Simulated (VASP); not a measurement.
# PbS (P-6m2) in VASP: notebook

Runs on PbS. Level: PBE0. Tasks: single point.

Everything below comes from runs of VASP 6.6.1. Logs are shortened: lines on timing, memory, paths and dates and some standing lists are left out, and cuts for length are marked.

### Step 1. The cell of the first run

Symmetry: P-6m2, No. 187, hexagonal system. The conventional cell has a = 4.006 Å, b = 4.006 Å, c = 3.711 Å, α = 90.00°, β = 90.00°, γ = 120.00°. Pb (site symmetry -6m2) has 6 S at 2.97 Å and 8 Pb at 3.71 to 4.01 Å within 4.1 Å. S (site symmetry -6m2) has 6 Pb at 2.97 Å and 8 S at 3.71 to 4.01 Å within 4.1 Å.

### Step 2. Single point, PBE0

File POSCAR:

```
PbS
1.0
    4.0062110427      0.0000000000      0.0000000000
   -2.0031055213      3.4694805360      0.0000000000
    0.0000000000      0.0000000000      3.7108357707
Pb S
1 1
Direct
    0.0000000000      0.0000000000      0.0000000000
    0.6666666667      0.3333333333      0.5000000000
```

File INCAR.step1:

```
SYSTEM = PbS
PREC = Accurate
ENCUT = 520
EDIFF = 1E-5
ISMEAR = -1
SIGMA = 0.05
LREAL = .False.
LASPH = .True.
NELM = 100
ALGO = Normal
ISIF = 2
LWAVE = .True.
GGA = PE
NBANDS = 17
```

File INCAR.step2:

```
SYSTEM = PbS
PREC = Accurate
ENCUT = 520
EDIFF = 1E-6
ISMEAR = -1
SIGMA = 0.05
LREAL = .False.
LASPH = .True.
NELM = 100
ALGO = Normal
ISIF = 2
LWAVE = .False.
LCHARG = .True.
GGA = PE
LHFCALC = .True.
AEXX = 0.25
PRECFOCK = Normal
LELF = .True.
LVHAR = .True.
ISTART = 1
NBANDS = 17
```

File KPOINTS:

```
Automatic mesh
0
Gamma
  4 4 4
  0 0 0
```

Potentials or basis: VASP PAW PBE potentials, release 64 (Pb_d, S).

On the command line:

```bash
cat potpaw_PBE.64/Pb_d/POTCAR potpaw_PBE.64/S/POTCAR > POTCAR
cp INCAR.step1 INCAR
mpirun -np 1 vasp_std > vasp.out
cp INCAR.step2 INCAR
mpirun -np 1 vasp_std > vasp.out
```

OUTCAR:

```text
SYSTEM = PbS
   PREC = Accurate
   ENCUT = 520
   EDIFF = 1E-6
   ISMEAR = -1
   LREAL = .False.
   LASPH = .True.
   NELM = 100
   ISIF = 2
   GGA = PE
   LHFCALC = .True.
   AEXX = 0.25
   PRECFOCK = Normal
   ISTART = 1

 ion  position               nearest neighbor table
   1  0.000  0.000  0.000-   2 2.97   2 2.97   2 2.97   2 2.97   2 2.97   2 2.97
   2  0.667  0.333  0.500-   1 2.97   1 2.97   1 2.97   1 2.97   1 2.97   1 2.97

  LATTYP: Found a hexagonal cell.
 ALAT       =     4.0062110427
 C/A-ratio  =     0.9262706660

  Lattice vectors:

 A1 = (   4.0062110427,   0.0000000000,   0.0000000000)
 A2 = (  -2.0031055213,   3.4694805360,   0.0000000000)
 A3 = (   0.0000000000,   0.0000000000,   3.7108357707)

Analysis of symmetry for initial positions (statically):
=====================================================================
 Subroutine PRICEL returns:
 Original cell was already a primitive cell.

 Routine SETGRP: Setting up the symmetry group for a
 hexagonal supercell.

 Subroutine GETGRP returns: Found 12 space group operations
 (whereof 12 operations were pure point group operations)
 out of a pool of 24 trial point group operations.

The static configuration has the point symmetry D_3h.

Analysis of symmetry for dynamics (positions and initial velocities):
=====================================================================
 Subroutine PRICEL returns:
 Original cell was already a primitive cell.

 Routine SETGRP: Setting up the symmetry group for a
 hexagonal supercell.

 Subroutine GETGRP returns: Found 12 space group operations
 (whereof 12 operations were pure point group operations)
 out of a pool of 24 trial point group operations.

The dynamic configuration has the point symmetry D_3h.

 Subroutine INISYM returns: Found 12 space group operations
 (whereof 12 operations are pure point group operations),
 and found     1 'primitive' translations

----------------------------------------------------------------------------------------

                                     Primitive cell

  volume of cell :      51.5787

  direct lattice vectors                    reciprocal lattice vectors
     4.006211043  0.000000000  0.000000000     0.249612412  0.144113793  0.000000000
[... 75 lines left out ...]
   EDIFFG = 0.1E-04   stopping-criterion for IOM
   NSW    =      0    number of steps for IOM
   IBRION =     -1    ionic relax: 0-MD 1-quasi-New 2-CG
   NFREE  =      0    steps in history (QN), initial steepest desc. (CG)
   ISIF   =      2    stress and relaxation
   ISYM   =      3    0-nonsym 1-usesym 2-fastsym
   POTIM  = 0.5000    time-step for ionic-motion
   TEBEG  =    0.0;   TEEND  =   0.0 temperature during run
   PSTRESS=    0.0 pullay stress
   NELECT =      20.0000    total number of electrons
   NUPDOWN=      -1.0000    fix difference up-down
   EMIN   =  10.00;   EMAX   =-10.00  energy-range for DOS
   EFERMI =   0.00;   METHOD = LEGACY
   ISMEAR =    -1;   SIGMA  =   0.05  broadening in eV -4-tet -1-fermi 0-gaus
   EFERMI_NEDOS =   21; number of points for ismear=-14 and -15
   IALGO  =     38    algorithm
   IMIX   =      1    mixing-type and parameters
     AMIX     =   0.40;   BMIX     =  1.00
     AMIX_MAG =   1.60;   BMIX_MAG =  1.00
  volume/ion in A,a.u.               =      25.79       174.03
  Fermi-wavevector in a.u.,A,eV,Ry     =   1.193791  2.255937 19.390153  1.425136
  Thomas-Fermi vector in A             =   2.329796
   LORBIT       =      0    0 simple, 1 ext, 2 COOP (PROOUT), +10 PAW based schemes
   GGA     = PE    functional components
   LHFCALC =     T    Hartree Fock is set to
   PRECFOCK=normal    Normal, Fast or Accurate (Low or Medium for compatibility)
   ENCUT4O =  -1.0   cutoff for four orbital integrals eV
   NKREDX  =     1    reduce k-point grid by
   NKREDY  =     1    reduce k-point grid by
   NKREDZ  =     1    reduce k-point grid by
   AEXX    =    0.2500 exact exchange contribution
   HFSCREEN=    0.0000 screening length (either q_TF or 0.3 A-1)
   HFSCREENC=   0.0000 screening length for correlation (either q_TF or 0.3 A-1)
   ENCUTFOCK=  -1.0 apply spherical cutoff to Coloumb kernel
   IVDW    =     0    specifies the selected vdW correction
   LEPSILON=     F    determine dielectric tensor
   LRPA    =     F    only Hartree local field effects (RPA)
 non-spin polarized calculation
  energy-cutoff  :      520.00
  volume of cell :       51.58
 maximum number of plane-waves:      1410
 NGX is ok and might be reduce to    30
  NGX = 24; NGY = 24; NGZ = 24

 number of electron      20.0000002 magnetization

 Free energy of the ion-electron system (eV)
  ---------------------------------------------------
  ext. energy  EPLUGINS =         0.00000000
  ---------------------------------------------------
  free energy    TOTEN  =       -11.17163896 eV

  energy without entropy =      -11.17163374  energy(sigma->0) =      -11.17163635

 E-fermi :   5.9176     XC(G=0):  -7.6843

 val. band max:        5.4794734500   @ k =   0.0000   0.0000   0.5000
 cond. band min:       6.4452513697   @ k =   0.2500   0.2500   0.5000
 fundamental gap:      0.9657779196
 Fermi energy:         5.9175661701

 k-point     1 :       0.0000    0.0000    0.0000
  band No.  band energies     occupation
      1     -13.5141      2.00000
      2     -13.4874      2.00000
      3     -13.4874      2.00000
      4     -13.3729      2.00000
      5     -13.3729      2.00000
      6      -9.9624      2.00000
[... 217 lines left out ...]
      4     -13.4229      2.00000
      5     -13.3142      2.00000
      6      -7.8076      2.00000
[... 9 lines left out ...]
     16      19.1100      0.00000
     17      20.2012      0.00000

------------------------ aborting loop because EDIFF is reached ----------------------------------------

  FORCE on cell =-STRESS in cart. coord.  units (eV):
  Direction    XX          YY          ZZ          XY          YZ          ZX
  --------------------------------------------------------------------------------------
  -------------------------------------------------------------------------------------
  Total        0.5657095      0.5657095      1.1182839      0.0000000      0.0000000      0.0000000
  in kB       17.5725183     17.5725183     34.7370265      0.0000000      0.0000000      0.0000000
  external PRESSURE =      23.2940210 kB  Pullay stress =       0.0000000 kB

 VOLUME and BASIS-vectors are now :
 -----------------------------------------------------------------------------
  energy-cutoff  :      520.00
  volume of cell :       51.58
      direct lattice vectors                 reciprocal lattice vectors
     4.006211043  0.000000000  0.000000000     0.249612412  0.144113793  0.000000000
    -2.003105521  3.469480536  0.000000000     0.000000000  0.288227586  0.000000000
     0.000000000  0.000000000  3.710835771     0.000000000  0.000000000  0.269481072

 POSITION                                       TOTAL-FORCE (eV/Angst)
 -----------------------------------------------------------------------------------
      0.00000      0.00000      0.00000         0.000000      0.000000      0.000000
      2.00311      1.15649      1.85542        -0.000000     -0.000000      0.000000
 -----------------------------------------------------------------------------------
    total drift:                                0.000005     -0.000000     -0.000006

  FREE ENERGIE OF THE ION-ELECTRON SYSTEM (eV)
  ---------------------------------------------------
  free  energy   TOTEN  =       -11.1716389553 eV

  energy  without entropy=      -11.1716337403  energy(sigma->0) =      -11.17163635
```

Wall time 9.6 min (1 thread of Intel Xeon Platinum 8488C (Sapphire Rapids), shared host); peak memory 0.18 GiB.

What came out:

| Item | Value |
| --- | --- |
| Free energy | -11.1716 eV |
| Pressure | 2.3 GPa |
| Band gap on the k mesh | 0.97 eV (least direct gap 1.90 eV) |

Stress tensor (GPa, compression positive):
```
1.76 0.00 0.00
0.00 1.76 0.00
0.00 0.00 3.47
```

Caveat: the k points lie up to 0.45 Å⁻¹ apart; the PAW data sets were made with another functional, which shifts forces and pressure a little; spin-orbit coupling is left out, which moves the levels of the heavy elements.

### Step 3. Single point, PBE0

This run uses another cell than the first one, of 26.34 Å³/atom.

File POSCAR:

```
PbS
1.0
    4.0344247261      0.0000000000      0.0000000000
   -2.0172123630      3.4939143025      0.0000000000
    0.0000000000      0.0000000000      3.7369692780
Pb S
1 1
Direct
    0.0000000000      0.0000000000      0.0000000000
    0.6666666667      0.3333333333      0.5000000000
```

INCAR.step1 is that of step 2.

INCAR.step2, as its differences from that of step 2:

```diff
@@ -3,3 +3,3 @@
 ENCUT = 520
-EDIFF = 1E-6
+EDIFF = 1E-7
 ISMEAR = -1
```

File KPOINTS:

```
regular mesh
0
Gamma
  4 4 4
  0 0 0
```

Potentials or basis: VASP PAW PBE potentials, release 64 (Pb_d, S).

On the command line:

```bash
cat potpaw_PBE.64/Pb_d/POTCAR potpaw_PBE.64/S/POTCAR > POTCAR
cp INCAR.step1 INCAR
mpirun -np 1 vasp_std > vasp.out
cp INCAR.step2 INCAR
mpirun -np 1 vasp_std > vasp.out
```

Wall time 7.5 min (1 thread of Intel Xeon Platinum 8488C (Sapphire Rapids), shared host); peak memory 0.18 GiB.

The run converged. Its results:

```
Free energy            : -11.1834 eV
Pressure               : 1.0 GPa
Band gap on the k mesh : 1.09 eV (least direct gap 1.94 eV)
```

Stress tensor (GPa, compression positive):
```
0.59 0.00 0.00
0.00 0.59 0.00
0.00 0.00 1.78
```

Levels at points of the mesh, in eV from the valence-band top:
```csv
k point,band 6,band 7,band 8,band 9,band 10,band 11,band 12,band 13,band 14,band 15
"(0.00, 0.00, 0.00)",-15.21,-7.00,-2.90,-2.32,-2.32,4.68,4.68,6.35,8.31,8.35
"(0.50, 0.00, 0.00)",-13.93,-9.64,-3.50,-2.09,-1.73,3.02,5.21,6.53,6.93,12.66
"(0.00, 0.00, 0.50)",-13.94,-10.26,-1.65,-1.65,0.00,1.94,5.23,5.23,9.57,9.57
"(0.50, 0.00, 0.50)",-13.15,-8.23,-5.11,-4.95,-2.03,3.21,3.91,3.96,9.91,12.55
```

Caveat: the k points lie up to 0.45 Å⁻¹ apart; the PAW data sets were made with another functional, which shifts forces and pressure a little; spin-orbit coupling is left out, which moves the levels of the heavy elements. A k mesh can miss the band edges.
